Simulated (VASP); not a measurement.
I: relaxation of cell and atoms with PBE

Crystal: I.

```xyz
1
Lattice="0.0000 2.1243 2.7103 2.1252 0.0000 2.7103 2.1252 2.1243 0.0000" Properties=species:S:1:pos:R:3 pbc="T T T"
I     0.0000    0.0000    0.0000
```

```json
{"Program": "VASP 6.6.1", "Task": "relaxation of cell and atoms", "Functional": "PBE", "Potentials or basis": "VASP PAW PBE potentials, release 64 (I)", "Cutoff": "600 eV", "k mesh": "16 × 16 × 16", "Occupations": "fermi-dirac, width 0.1 eV", "Spin": "no spin polarisation", "Target pressure": "25.1 GPa", "Dipole correction": "no", "Further INCAR settings": "ALGO = Normal; EDIFF = 1e-06; IBRION = 2; EDIFFG = -0.002; NSW = 80; ISIF = 3"}
```

```
Relaxed volume                                         : 24.46 Å³/atom
Relaxed cell                                           : a = 3.444 Å, b = 3.445 Å, c = 3.003 Å, α = 64.15°, β = 64.16°, γ = 51.68°
Space group after relaxing (to 0.05 Å)                 : I4/mmm (No. 139)
Energy change on relaxing (the enthalpy is what falls) : +2.2 meV/atom
Ionic steps                                            : 6
Pressure after relaxing                                : 25.1 GPa
```

The path:
| step | energy change (eV) | largest force (eV/Å) | pressure (GPa) | volume (Å³) |
| --- | --- | --- | --- | --- |
| 1 | 0.0000 | 0.0000 | 24.98 | 24.47 |
| 2 | 0.0102 | 0.0000 | 25.36 | 24.41 |
| 3 | 0.0037 | 0.0000 | 25.12 | 24.45 |
| 4 | 0.0036 | 0.0000 | 25.12 | 24.45 |
| 5 | 0.0030 | 0.0000 | 25.11 | 24.45 |
| 6 | 0.0022 | 0.0000 | 25.10 | 24.46 |

Final structure:
```cif
data_structure
_symmetry_space_group_name_H-M 'P 1'
_symmetry_Int_Tables_number 1
_cell_length_a 3.4444
_cell_length_b 3.4447
_cell_length_c 3.0029
_cell_angle_alpha 64.154
_cell_angle_beta 64.163
_cell_angle_gamma 51.683
_cell_volume 24.46
loop_
_atom_site_label
_atom_site_type_symbol
_atom_site_fract_x
_atom_site_fract_y
_atom_site_fract_z
_atom_site_occupancy
I1 I 0.00000 0.00000 0.00000 1
```

Levels at points of the mesh, in eV from the Fermi level:
```tsv
k point	band 1	band 2	band 3	band 4	band 5	band 6	band 7
(0.00, 0.00, 0.00)	-16.68	0.82	2.04	2.04	8.09	8.51	10.69
(0.50, 0.00, 0.00)	-13.52	-7.88	-1.41	2.38	4.70	9.41	10.81
(0.50, 0.50, 0.00)	-14.16	-7.57	-0.18	-0.17	5.16	5.56	19.89
(0.50, 0.00, 0.50)	-11.37	-6.61	-4.14	-1.61	2.43	3.81	14.32
(0.00, 0.50, 0.50)	-11.37	-6.61	-4.13	-1.60	2.44	3.81	14.32
```

Run time: 110 s on 1 thread of Intel(R) Xeon(R) 6975P-C (Granite Rapids), with other jobs on the host, peak memory 0.27 GiB.

Caveat: the cell is relaxed towards a set pressure, so the enthalpy falls and the energy may rise; spin-orbit coupling is left out, which moves the levels of the heavy elements; an odd number of electrons without spin polarisation forces a metal; a magnetic or distorted state may lie lower.
